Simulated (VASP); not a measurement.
# CdS (Hawleyite) (F-43m) in VASP: further runs

The runs below take CdS (Hawleyite) through single point, with PBE.

Everything below comes from runs of VASP 6.6.1. Logs are shortened: lines on timing, memory, paths and dates and some standing lists are left out, and cuts for length are marked.

## 1. The cell of the first run

It takes space group F-43m (No. 216, cubic). The conventional cell has a = 5.878 Å, b = 5.878 Å, c = 5.878 Å, α = 90.00°, β = 90.00°, γ = 90.00°. Within 3.4 Å of Cd (site symmetry -43m) lie 4 S at 2.55 Å. S (site symmetry -43m) has 4 Cd at 2.55 Å within 3.4 Å.

## 2. Single point, PBE

INCAR reads:

```
SYSTEM = CdS
PREC = Accurate
ENCUT = 520
EDIFF = 1E-6
ISMEAR = 0
SIGMA = 0.01
LREAL = .FALSE.
LASPH = .TRUE.
NELM = 80
ALGO = Normal
ISIF = 2
LWAVE = .FALSE.
LCHARG = .TRUE.
GGA = PE
LELF = .TRUE.
LVHAR = .TRUE.
NBANDS = 16
```

KPOINTS reads:

```
Automatic mesh
0
G
  6 6 6
  0 0 0
```

POSCAR reads:

```
CdS
1.0
    0.0000000000      2.9392138847      2.9392138847
    2.9392138847      0.0000000000      2.9392138847
    2.9392138847      2.9392138847      0.0000000000
Cd S
1 1
Direct
    0.0000000000      0.0000000000      0.0000000000
    0.2500000000      0.2500000000      0.2500000000
```

Potentials or basis: VASP PAW PBE potentials, release 64 (Cd, S).

Command:

```bash
cat potpaw_PBE.64/Cd/POTCAR potpaw_PBE.64/S/POTCAR > POTCAR
mpirun -np 1 vasp_std > vasp.out
```

OUTCAR:

```text
SYSTEM = CdS
   PREC = Accurate
   ENCUT = 520
   EDIFF = 1E-6
   ISMEAR = 0
   LREAL = .FALSE.
   LASPH = .TRUE.
   NELM = 80
   ISIF = 2
   GGA = PE

 ion  position               nearest neighbor table
   1  0.000  0.000  0.000-   2 2.55   2 2.55   2 2.55   2 2.55
   2  0.250  0.250  0.250-   1 2.55   1 2.55   1 2.55   1 2.55

  LATTYP: Found a face centered cubic cell.
 ALAT       =     5.8784277694

  Lattice vectors:

 A1 = (   0.0000000000,   2.9392138847,   2.9392138847)
 A2 = (   2.9392138847,   0.0000000000,   2.9392138847)
 A3 = (   2.9392138847,   2.9392138847,   0.0000000000)

Analysis of symmetry for initial positions (statically):
=====================================================================
 Subroutine PRICEL returns:
 Original cell was already a primitive cell.

 Routine SETGRP: Setting up the symmetry group for a
 face centered cubic supercell.

 Subroutine GETGRP returns: Found 24 space group operations
 (whereof 24 operations were pure point group operations)
 out of a pool of 48 trial point group operations.

The static configuration has the point symmetry T_d .

Analysis of symmetry for dynamics (positions and initial velocities):
=====================================================================
 Subroutine PRICEL returns:
 Original cell was already a primitive cell.

 Routine SETGRP: Setting up the symmetry group for a
 face centered cubic supercell.

 Subroutine GETGRP returns: Found 24 space group operations
 (whereof 24 operations were pure point group operations)
 out of a pool of 48 trial point group operations.

The dynamic configuration has the point symmetry T_d .

 Subroutine INISYM returns: Found 24 space group operations
 (whereof 24 operations are pure point group operations),
 and found     1 'primitive' translations

----------------------------------------------------------------------------------------

                                     Primitive cell

  volume of cell :      50.7836

  direct lattice vectors                    reciprocal lattice vectors
     0.000000000  2.939213885  2.939213885    -0.170113513  0.170113513  0.170113513
     2.939213885  0.000000000  2.939213885     0.170113513 -0.170113513  0.170113513
     2.939213885  2.939213885  0.000000000     0.170113513  0.170113513 -0.170113513

  length of vectors
     4.156676138  4.156676138  4.156676138     0.294645248  0.294645248  0.294645248

  position of ions in fractional coordinates (direct lattice)
     0.000000000  0.000000000  0.000000000
     0.250000000  0.250000000  0.250000000

  ion indices of the primitive-cell ions
   primitive index   ion index
                 1           1
                 2           2

----------------------------------------------------------------------------------------

 KPOINTS: Automatic mesh

Automatic generation of k-mesh.
 Grid dimensions read from file:
 generate k-points for:    6    6    6

 Generating k-lattice:

  Cartesian coordinates                     Fractional coordinates (reciprocal lattice)
    -0.028352252  0.028352252  0.028352252     0.166666667  0.000000000  0.000000000
     0.028352252 -0.028352252  0.028352252     0.000000000  0.166666667  0.000000000
     0.028352252  0.028352252 -0.028352252     0.000000000  0.000000000  0.166666667

  Length of vectors
     0.049107541  0.049107541  0.049107541

  Shift w.r.t. Gamma in fractional coordinates (k-lattice)
     0.000000000  0.000000000  0.000000000

 Subroutine IBZKPT returns following result:
 ===========================================

 Found     16 irreducible k-points:

 Following reciprocal coordinates:
            Coordinates               Weight
  0.000000  0.000000  0.000000      1.000000
  0.166667  0.000000  0.000000      8.000000
  0.333333  0.000000  0.000000      8.000000
  0.500000  0.000000  0.000000      4.000000
  0.166667  0.166667  0.000000      6.000000
  0.333333  0.166667  0.000000     24.000000
[... 8 lines left out ...]
 -0.333333  0.333333  0.166667     24.000000
 -0.333333  0.500000  0.166667     12.000000
   k-points           NKPTS =     16   k-points in BZ     NKDIM =     16   number of bands    NBANDS=     16
   number of dos      NEDOS =    301   number of ions     NIONS =      2
   total plane-waves  NPLWV =  32768
   dimension x,y,z NGX =    32 NGY =   32 NGZ =   32
   dimension x,y,z NGXF=    64 NGYF=   64 NGZF=   64
   ions per type =               1   1
   NGX,Y,Z   is equivalent  to a cutoff of  12.80, 12.80, 12.80 a.u.
   NGXF,Y,Z  is equivalent  to a cutoff of  25.60, 25.60, 25.60 a.u.
 SYSTEM =  CdS
   PREC   = accura    normal or accurate (medium, high low for compatibility)
   ISTART =      0    job   : 0-new  1-cont  2-samecut
   ICHARG =      2    charge: 1-file 2-atom 10-const
   ISPIN  =      1    spin polarized calculation?
   LNONCOLLINEAR =      F non collinear calculations
   LSORBIT =      F    spin-orbit coupling
   LASPH  =      T    aspherical Exc in radial PAW
   ENCUT  =  520.0 eV  38.22 Ry    6.18 a.u.   7.73  7.73  7.73*2*pi/ulx,y,z
   NELM   =     80;   NELMIN=  2; NELMDL= -5     # of ELM steps
   EDIFF  = 0.1E-05   stopping-criterion for ELM
   LREAL  =      F    real-space projection
   EDIFFG = 0.1E-04   stopping-criterion for IOM
   NSW    =      0    number of steps for IOM
   IBRION =     -1    ionic relax: 0-MD 1-quasi-New 2-CG
   NFREE  =      0    steps in history (QN), initial steepest desc. (CG)
   ISIF   =      2    stress and relaxation
   ISYM   =      2    0-nonsym 1-usesym 2-fastsym
   POTIM  = 0.5000    time-step for ionic-motion
   TEBEG  =    0.0;   TEEND  =   0.0 temperature during run
   PSTRESS=    0.0 pullay stress
   NELECT =      18.0000    total number of electrons
   NUPDOWN=      -1.0000    fix difference up-down
   EMIN   =  10.00;   EMAX   =-10.00  energy-range for DOS
   EFERMI =   0.00;   METHOD = LEGACY
   ISMEAR =     0;   SIGMA  =   0.01  broadening in eV -4-tet -1-fermi 0-gaus
   EFERMI_NEDOS =   21; number of points for ismear=-14 and -15
   IALGO  =     38    algorithm
   IMIX   =      4    mixing-type and parameters
     AMIX     =   0.40;   BMIX     =  1.00
     AMIX_MAG =   1.60;   BMIX_MAG =  1.00
  volume/ion in A,a.u.               =      25.39       171.35
  Fermi-wavevector in a.u.,A,eV,Ry     =   1.158576  2.189391 18.263073  1.342298
  Thomas-Fermi vector in A             =   2.295177
   LORBIT       =      0    0 simple, 1 ext, 2 COOP (PROOUT), +10 PAW based schemes
   GGA     = PE    functional components
   LHFCALC =     F    Hartree Fock is set to
   AEXX    =    0.0000 exact exchange contribution
   IVDW    =     0    specifies the selected vdW correction
   LEPSILON=     F    determine dielectric tensor
   LRPA    =     F    only Hartree local field effects (RPA)
 non-spin polarized calculation
 Gauss-broadening in eV      SIGMA  =   0.01
  energy-cutoff  :      520.00
  volume of cell :       50.78
 maximum number of plane-waves:      1381
   NGX = 15   NGY = 15   NGZ = 15

 number of electron      18.0000005 magnetization

 Free energy of the ion-electron system (eV)
  ---------------------------------------------------
  ext. energy  EPLUGINS =         0.00000000
  ---------------------------------------------------
  free energy    TOTEN  =        -6.13712387 eV

  energy without entropy =       -6.13712387  energy(sigma->0) =       -6.13712387

 E-fermi :   1.1721     XC(G=0):  -9.0402

 val. band max:        1.1198110765   @ k =   0.0000   0.0000   0.0000
 cond. band min:       2.2170083205   @ k =   0.0000   0.0000   0.0000
 fundamental gap:      1.0971972440
 Fermi energy:         1.1721175586

 k-point     1 :       0.0000    0.0000    0.0000
  band No.  band energies     occupation
      1     -11.1095      2.00000
      2      -6.5289      2.00000
      3      -6.5289      2.00000
      4      -6.5289      2.00000
      5      -6.0805      2.00000
      6      -6.0805      2.00000
[... 8 lines left out ...]
     15      12.5635      0.00000
     16      12.5635      0.00000

 k-point     2 :       0.1667    0.0000    0.0000
  band No.  band energies     occupation
      1     -11.0086      2.00000
      2      -6.4934      2.00000
      3      -6.4934      2.00000
      4      -6.4312      2.00000
      5      -6.0811      2.00000
      6      -6.0811      2.00000
[... 8 lines left out ...]
     15      11.7904      0.00000
     16      12.8933      0.00000

 k-point     3 :       0.3333    0.0000    0.0000
  band No.  band energies     occupation
      1     -10.8061      2.00000
      2      -6.4356      2.00000
      3      -6.4356      2.00000
      4      -6.0773      2.00000
      5      -6.0647      2.00000
      6      -6.0647      2.00000
[... 8 lines left out ...]
     15      12.1969      0.00000
     16      12.1969      0.00000

 k-point     4 :       0.5000    0.0000    0.0000
  band No.  band energies     occupation
      1     -10.7056      2.00000
      2      -6.4157      2.00000
      3      -6.4157      2.00000
      4      -6.0451      2.00000
      5      -6.0451      2.00000
      6      -5.7204      2.00000
[... 8 lines left out ...]
     15      13.6166      0.00000
     16      13.6166      0.00000
[... 172 lines left out ...]
 k-point    14 :       0.5000    0.3333    0.1667
  band No.  band energies     occupation
      1     -10.6770      2.00000
      2      -6.3511      2.00000
      3      -6.3427      2.00000
      4      -6.1680      2.00000
      5      -6.0431      2.00000
      6      -5.7990      2.00000
[... 8 lines left out ...]
     15      14.0363      0.00000
     16      14.2708      0.00000

 k-point    15 :      -0.3333    0.3333    0.1667
  band No.  band energies     occupation
      1     -10.6132      2.00000
      2      -6.3467      2.00000
      3      -6.3071      2.00000
      4      -6.1178      2.00000
      5      -6.0626      2.00000
      6      -5.5551      2.00000
[... 8 lines left out ...]
     15      13.5282      0.00000
     16      14.3616      0.00000

 k-point    16 :      -0.3333    0.5000    0.1667
  band No.  band energies     occupation
      1     -10.5820      2.00000
      2      -6.3110      2.00000
      3      -6.2740      2.00000
      4      -6.1524      2.00000
      5      -6.0407      2.00000
      6      -5.5267      2.00000
[... 8 lines left out ...]
     15      14.2499      0.00000
     16      14.3560      0.00000

------------------------ aborting loop because EDIFF is reached ----------------------------------------

  FORCE on cell =-STRESS in cart. coord.  units (eV):
  Direction    XX          YY          ZZ          XY          YZ          ZX
  --------------------------------------------------------------------------------------
  -------------------------------------------------------------------------------------
  Total        0.5437424      0.5437424      0.5437424      0.0000000     -0.0000000      0.0000000
  in kB       17.1545834     17.1545834     17.1545834      0.0000000     -0.0000000      0.0000000
  external PRESSURE =      17.1545834 kB  Pullay stress =       0.0000000 kB

 VOLUME and BASIS-vectors are now :
 -----------------------------------------------------------------------------
  energy-cutoff  :      520.00
  volume of cell :       50.78
      direct lattice vectors                 reciprocal lattice vectors
     0.000000000  2.939213885  2.939213885    -0.170113513  0.170113513  0.170113513
     2.939213885  0.000000000  2.939213885     0.170113513 -0.170113513  0.170113513
     2.939213885  2.939213885  0.000000000     0.170113513  0.170113513 -0.170113513

 POSITION                                       TOTAL-FORCE (eV/Angst)
 -----------------------------------------------------------------------------------
      0.00000      0.00000      0.00000         0.000000      0.000000      0.000000
      1.46961      1.46961      1.46961        -0.000000     -0.000000     -0.000000
 -----------------------------------------------------------------------------------
    total drift:                               -0.000000     -0.000000     -0.000000

  FREE ENERGIE OF THE ION-ELECTRON SYSTEM (eV)
  ---------------------------------------------------
  free  energy   TOTEN  =        -6.1371238651 eV

  energy  without entropy=       -6.1371238651  energy(sigma->0) =       -6.13712387
```

Wall time 8.9 s (1 thread of AMD EPYC 9R45 (Zen 5), shared host); peak memory 0.15 GiB.

What came out:

| Quantity | Value |
| --- | --- |
| Free energy | -6.1371 eV |
| Pressure | 1.7 GPa |
| Band gap on the k mesh | 1.10 eV, direct |

Levels at points of the mesh, in eV from the valence-band top:
| k point | band 7 | band 8 | band 9 | band 10 | band 11 | band 12 |
| --- | --- | --- | --- | --- | --- | --- |
| (0.00, 0.00, 0.00) | 0.00 | 0.00 | 0.00 | 1.10 | 6.55 | 6.55 |
| (0.50, 0.00, 0.00) | -4.26 | -0.72 | -0.72 | 2.98 | 7.01 | 7.01 |
| (0.50, 0.50, 0.00) | -3.85 | -1.80 | -1.80 | 3.59 | 4.32 | 9.14 |

A hybrid or GW would open this gap; PBE tends to underestimate it.

## 3. Single point, PBE

INCAR reads:

```
PREC = Accurate ; ENCUT = 520
EDIFF = 1E-7 ; ISMEAR = 0
SIGMA = 0.01 ; LREAL = False
LASPH = True ; NELM = 80
ALGO = Normal ; ISIF = 2
LWAVE = False ; LCHARG = True
GGA = PE ; LELF = True
LVHAR = True ; NBANDS = 16
```

KPOINTS reads:

```
regular mesh
0
Gamma
  6 6 6
```

POSCAR is that of step 2.

Potentials or basis: VASP PAW PBE potentials, release 64 (Cd, S).

Command:

```bash
cat potpaw_PBE.64/Cd/POTCAR potpaw_PBE.64/S/POTCAR > POTCAR
mpirun -np 1 vasp_std > vasp.out
```

It took 9.5 s on 1 thread of AMD EPYC 9R45 (Zen 5), shared host; peak memory 0.15 GiB.

It converged, with:

```
Free energy            : -6.1371 eV
Pressure               : 1.7 GPa
Band gap on the k mesh : 1.10 eV, direct
```

Levels at points of the mesh, in eV from the valence-band top:
```csv
k point,band 5,band 6,band 7,band 8,band 9,band 10,band 11,band 12,band 13,band 14
"(0.00, 0.00, 0.00)",-7.20,-7.20,0.00,0.00,0.00,1.10,6.55,6.55,6.55,11.31
"(0.50, 0.00, 0.00)",-7.16,-6.84,-4.26,-0.72,-0.72,2.98,7.01,7.01,7.41,11.02
"(0.50, 0.50, 0.00)",-7.12,-6.78,-3.85,-1.80,-1.80,3.59,4.32,9.14,10.64,10.64
```
